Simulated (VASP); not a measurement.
# Os (Fd-3m) in VASP: single point with PBE

Aim: the single point of Os with PBE.

Everything below comes from runs of VASP 6.6.1. Logs are shortened: lines on timing, memory, paths and dates and some standing lists are left out, and cuts for length are marked.

### 1 The cell of the first run

It takes space group Fd-3m (No. 227, cubic). The conventional cell has a = 5.630 Å, b = 5.630 Å, c = 5.630 Å, α = 90.00°, β = 90.00°, γ = 90.00°. Os (site symmetry -43m) has 4 Os at 2.44 Å within 3.2 Å.

This isn't the form of Os at room conditions, which is hcp.

### 2 Single point, PBE (22.30 Å³/atom)

The input, INCAR:

```
SYSTEM = Os
ALGO = Normal ; EDIFF = 1E-6
ENCUT = 560 ; GGA = PE
GGA_COMPAT = .False. ; ISIF = 2
ISMEAR = -1 ; LASPH = .True.
LCHARG = .False. ; LREAL = .False.
LWAVE = .False. ; NBANDS = 23
NELM = 120 ; PREC = Accurate
SIGMA = 0.1
```

The input, KPOINTS:

```
k-points
0
Gamma
  11 11 11
  0 0 0
```

The input, POSCAR:

```
Os
1.0
    0.0000000000      2.8148207577      2.8148207577
    2.8148207577      0.0000000000      2.8148207577
    2.8148207577      2.8148207577      0.0000000000
Os
2
Direct
    0.1250000000      0.1250000000      0.1250000000
    0.8750000000      0.8750000000      0.8750000000
```

Potentials or basis: VASP PAW PBE potentials, release 64 (Os_sv_GW).

On the command line:

```sh
> cat potpaw_PBE.64/Os_sv_GW/POTCAR > POTCAR
> mpirun -np 1 vasp_std > vasp.out
```

OUTCAR:

```text
SYSTEM = Os
   EDIFF = 1E-6
   ENCUT = 560
   GGA = PE
   ISIF = 2
   ISMEAR = -1
   LASPH = .True.
   LREAL = .False.
   NELM = 120
   PREC = Accurate

 ion  position               nearest neighbor table
   1  0.125  0.125  0.125-   2 2.44   2 2.44   2 2.44   2 2.44
   2  0.875  0.875  0.875-   1 2.44   1 2.44   1 2.44   1 2.44

  LATTYP: Found a face centered cubic cell.
 ALAT       =     5.6296415154

  Lattice vectors:

 A1 = (   0.0000000000,   2.8148207577,   2.8148207577)
 A2 = (   2.8148207577,   0.0000000000,   2.8148207577)
 A3 = (   2.8148207577,   2.8148207577,   0.0000000000)

Analysis of symmetry for initial positions (statically):
=====================================================================
 Subroutine PRICEL returns:
 Original cell was already a primitive cell.

 Routine SETGRP: Setting up the symmetry group for a
 face centered cubic supercell.

 Subroutine GETGRP returns: Found 48 space group operations
 (whereof 12 operations were pure point group operations)
 out of a pool of 48 trial point group operations.

The static configuration has the point symmetry D_3d.
 The point group associated with its full space group is O_h .

Analysis of symmetry for dynamics (positions and initial velocities):
=====================================================================
 Subroutine PRICEL returns:
 Original cell was already a primitive cell.

 Routine SETGRP: Setting up the symmetry group for a
 face centered cubic supercell.

 Subroutine GETGRP returns: Found 48 space group operations
 (whereof 12 operations were pure point group operations)
 out of a pool of 48 trial point group operations.

The dynamic configuration has the point symmetry D_3d.
 The point group associated with its full space group is O_h .

 Subroutine INISYM returns: Found 48 space group operations
 (whereof 12 operations are pure point group operations),
 and found     1 'primitive' translations

----------------------------------------------------------------------------------------

                                     Primitive cell

  volume of cell :      44.6049

  direct lattice vectors                    reciprocal lattice vectors
     0.000000000  2.814820758  2.814820758    -0.177631204  0.177631204  0.177631204
     2.814820758  0.000000000  2.814820758     0.177631204 -0.177631204  0.177631204
     2.814820758  2.814820758  0.000000000     0.177631204  0.177631204 -0.177631204

  length of vectors
     3.980757691  3.980757691  3.980757691     0.307666270  0.307666270  0.307666270

  position of ions in fractional coordinates (direct lattice)
[... 65 lines left out ...]
   dimension x,y,z NGXF=    64 NGYF=   64 NGZF=   64
   ions per type =               2
   NGX,Y,Z   is equivalent  to a cutoff of  13.36, 13.36, 13.36 a.u.
   NGXF,Y,Z  is equivalent  to a cutoff of  26.73, 26.73, 26.73 a.u.
 SYSTEM =  Os
   PREC   = accura    normal or accurate (medium, high low for compatibility)
   ISTART =      0    job   : 0-new  1-cont  2-samecut
   ICHARG =      2    charge: 1-file 2-atom 10-const
   ISPIN  =      1    spin polarized calculation?
   LNONCOLLINEAR =      F non collinear calculations
   LSORBIT =      F    spin-orbit coupling
   LASPH  =      T    aspherical Exc in radial PAW
   ENCUT  =  560.0 eV  41.16 Ry    6.42 a.u.   7.68  7.68  7.68*2*pi/ulx,y,z
   NELM   =    120;   NELMIN=  2; NELMDL= -5     # of ELM steps
   EDIFF  = 0.1E-05   stopping-criterion for ELM
   LREAL  =      F    real-space projection
[... 7 lines left out ...]
   TEBEG  =    0.0;   TEEND  =   0.0 temperature during run
   PSTRESS=    0.0 pullay stress
   NELECT =      32.0000    total number of electrons
   NUPDOWN=      -1.0000    fix difference up-down
   EMIN   =  10.00;   EMAX   =-10.00  energy-range for DOS
   EFERMI =   0.00;   METHOD = LEGACY
   ISMEAR =    -1;   SIGMA  =   0.10  broadening in eV -4-tet -1-fermi 0-gaus
   EFERMI_NEDOS =   21; number of points for ismear=-14 and -15
   IALGO  =     38    algorithm
   IMIX   =      4    mixing-type and parameters
     AMIX     =   0.40;   BMIX     =  1.00
     AMIX_MAG =   1.60;   BMIX_MAG =  1.00
  volume/ion in A,a.u.               =      22.30       150.50
  Fermi-wavevector in a.u.,A,eV,Ry     =   1.465539  2.769467 29.222660  2.147805
  Thomas-Fermi vector in A             =   2.581384
   LORBIT       =      0    0 simple, 1 ext, 2 COOP (PROOUT), +10 PAW based schemes
   GGA     = PE    functional components
   LHFCALC =     F    Hartree Fock is set to
   AEXX    =    0.0000 exact exchange contribution
   IVDW    =     0    specifies the selected vdW correction
   LEPSILON=     F    determine dielectric tensor
   LRPA    =     F    only Hartree local field effects (RPA)
 non-spin polarized calculation
  energy-cutoff  :      560.00
  volume of cell :       44.60
 maximum number of plane-waves:      1363
   NGX = 15   NGY = 15   NGZ = 15

 number of electron      31.9999999 magnetization

 Free energy of the ion-electron system (eV)
  ---------------------------------------------------
  ext. energy  EPLUGINS =         0.00000000
  ---------------------------------------------------
  free energy    TOTEN  =       -22.13289661 eV

  energy without entropy =      -22.07082271  energy(sigma->0) =      -22.10185966

 E-fermi :   6.7212     XC(G=0): -11.3708

 val. band max:        6.6878465118   @ k =   0.4545   0.2727   0.0000
 cond. band min:       6.7212859631   @ k =   0.4545   0.3636   0.0909
 fundamental gap:      0.0334394513
 Fermi energy:         6.7212303796

 k-point     1 :       0.0000    0.0000    0.0000
  band No.  band energies     occupation
      1     -79.5570      2.00000
      2     -79.3138      2.00000
      3     -39.2059      2.00000
      4     -39.2059      2.00000
      5     -39.2059      2.00000
      6     -38.4439      2.00000
[... 613 lines left out ...]
     22      17.2922      0.00000
     23      17.5552      0.00000

 [... further k-points ...]
[... 5 lines left out ...]
  --------------------------------------------------------------------------------------
  -------------------------------------------------------------------------------------
  Total       -2.2575005     -2.2575005     -2.2575005     -0.0000000     -0.0000000      0.0000000
  in kB      -81.0879283    -81.0879283    -81.0879283     -0.0000000     -0.0000000      0.0000000
  external PRESSURE =     -81.0879283 kB  Pullay stress =       0.0000000 kB

 VOLUME and BASIS-vectors are now :
 -----------------------------------------------------------------------------
  energy-cutoff  :      560.00
  volume of cell :       44.60
      direct lattice vectors                 reciprocal lattice vectors
     0.000000000  2.814820758  2.814820758    -0.177631204  0.177631204  0.177631204
     2.814820758  0.000000000  2.814820758     0.177631204 -0.177631204  0.177631204
     2.814820758  2.814820758  0.000000000     0.177631204  0.177631204 -0.177631204

 POSITION                                       TOTAL-FORCE (eV/Angst)
 -----------------------------------------------------------------------------------
      0.70371      0.70371      0.70371        -0.000000      0.000000      0.000000
      4.92594      4.92594      4.92594         0.000000     -0.000000     -0.000000
 -----------------------------------------------------------------------------------
    total drift:                                0.000000      0.000000     -0.000000

  FREE ENERGIE OF THE ION-ELECTRON SYSTEM (eV)
  ---------------------------------------------------
  free  energy   TOTEN  =       -22.1328966099 eV

  energy  without entropy=      -22.0708227131  energy(sigma->0) =      -22.10185966
```

stdout:

```text
POSCAR found type information on POSCAR Os
 POSCAR found :  1 types and       2 ions
 scaLAPACK will be used
 LDA part: xc-table for (Slater+PW92), standard interpolation
 POSCAR, INCAR and KPOINTS ok, starting setup
 FFT: planning ... GRIDC
 FFT: planning ... GRID_SOFT
 FFT: planning ... GRID
 WAVECAR not read
 entering main loop
```

Run time: 50 s. Hardware: 1 thread of Intel Xeon Platinum 8488C (Sapphire Rapids), shared host; peak memory 0.21 GiB.

What came out:

- Free energy: -22.1329 eV
- Pressure: -8.1 GPa
- Band gap on the k mesh: zero (bands 16 and 17 overlap by 0.95 eV)

Caveat: the cell stands under tension; spin-orbit coupling is left out, which moves the levels of the heavy elements.

The gap in the log of VASP goes by the Fermi energy; the results here count the filled bands.